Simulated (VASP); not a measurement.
Sn2As3:

```
Sn As
1.0
     4.43718    0.00000    0.00000
    -2.21859    3.84271    0.00000
     0.00000    0.00000    9.22730
Sn As
2 3
Direct
  0.33333 0.66667 0.00000
  0.66667 0.33333 0.00000
  0.50000 0.00000 0.50000
  0.00000 0.50000 0.50000
  0.50000 0.50000 0.50000
```

```yaml
Program: VASP 6.6.1
Task: relaxation of cell and atoms
Functional: PBE
Potentials_or_basis: VASP PAW PBE potentials, release 64 (Sn_d, As)
Cutoff: 600 eV
k_mesh: 6 × 6 × 2
Occupations: gaussian, width 0.1 eV
Spin: no spin polarisation
```

At the start: pressure 23.5 GPa; volume 31.47 Å³/atom.

Problem. How do energy, volume and symmetry change on relaxing?

Solution. Over 38 steps the energy falls by 1200.8 meV/atom and the volume is 28.71 Å³/atom (-8.7 %); space group P6/mmm (No. 191, to 0.05 Å).

Step by step:
| step | energy change (eV) | largest force (eV/Å) | pressure (GPa) | volume (Å³) |
| --- | --- | --- | --- | --- |
| 1 | 0.0000 | 0.0000 | 23.50 | 157.33 |
| 2 | -1.2410 | 0.0000 | -5.49 | 279.78 |
| 3 | -3.6584 | 0.0000 | -0.67 | 207.42 |
| 4 | -3.6635 | 0.0000 | -0.44 | 206.00 |
| 5 | -3.6658 | 0.0000 | -0.15 | 204.27 |
| 6 | -3.6652 | 0.0000 | 0.02 | 203.28 |
| 7 | -3.6673 | 0.0000 | 0.03 | 202.44 |
| 8 | -3.6744 | 0.0000 | 0.09 | 199.95 |
| 9 | -3.6930 | 0.0000 | 0.19 | 194.96 |
| 10 | -3.7553 | 0.0000 | 0.26 | 184.96 |
| 11 | -4.0520 | 0.0000 | 0.78 | 164.92 |
| 12 | -4.0745 | 0.0000 | 10.83 | 124.68 |
| 13 | -4.5118 | 0.0000 | 1.89 | 147.76 |
| 14 | -4.5004 | 0.0000 | 4.60 | 136.99 |
| 15 | -4.5499 | 0.0000 | 2.98 | 142.35 |
| 16 | -4.5505 | 0.0000 | 2.99 | 142.25 |
| 17 | -4.5520 | 0.0000 | 3.06 | 141.97 |
| 18 | -4.5537 | 0.0000 | 3.18 | 141.39 |
| 19 | -4.5558 | 0.0000 | 3.13 | 141.48 |
| 20 | -4.5620 | 0.0000 | 3.03 | 141.73 |
| 21 | -4.5740 | 0.0000 | 2.85 | 142.23 |
| 22 | -4.5958 | 0.0000 | 2.48 | 143.25 |
| 23 | -4.6322 | 0.0000 | 1.81 | 145.28 |
| 24 | -4.6791 | 0.0000 | 0.57 | 149.41 |
| 25 | -4.6782 | 0.0000 | -1.57 | 157.85 |
| 26 | -4.6940 | 0.0000 | -0.56 | 153.58 |
| 27 | -4.7015 | 0.0000 | -0.55 | 153.42 |
| 28 | -4.7231 | 0.0000 | -0.55 | 152.93 |
| 29 | -4.7535 | 0.0000 | -0.47 | 151.87 |
| 30 | -4.8505 | 0.0000 | 0.04 | 149.48 |
| 31 | -5.4433 | 0.0000 | -0.35 | 143.48 |
| 32 | -3.6532 | 0.0000 | 18.38 | 126.34 |
| 33 | -5.9733 | 0.0000 | 1.86 | 138.46 |
| 34 | -5.9777 | 0.0000 | 1.72 | 139.86 |
| 35 | -5.9808 | 0.0000 | 1.75 | 139.30 |
| 36 | -5.9967 | 0.0000 | 0.96 | 141.13 |
| 37 | -6.0037 | 0.0000 | -0.13 | 143.92 |
| 38 | -6.0039 | 0.0000 | 0.01 | 143.57 |

Final structure:
```cif
data_structure
_symmetry_space_group_name_H-M 'P 1'
_symmetry_Int_Tables_number 1
_cell_length_a 5.8011
_cell_length_b 5.8011
_cell_length_c 4.9260
_cell_angle_alpha 90.000
_cell_angle_beta 90.000
_cell_angle_gamma 120.000
_cell_volume 143.57
loop_
_atom_site_label
_atom_site_type_symbol
_atom_site_fract_x
_atom_site_fract_y
_atom_site_fract_z
_atom_site_occupancy
Sn1 Sn 0.33333 0.66667 0.00000 1
Sn2 Sn 0.66667 0.33333 0.00000 1
As1 As 0.50000 0.00000 0.50000 1
As2 As 0.00000 0.50000 0.50000 1
As3 As 0.50000 0.50000 0.50000 1
```
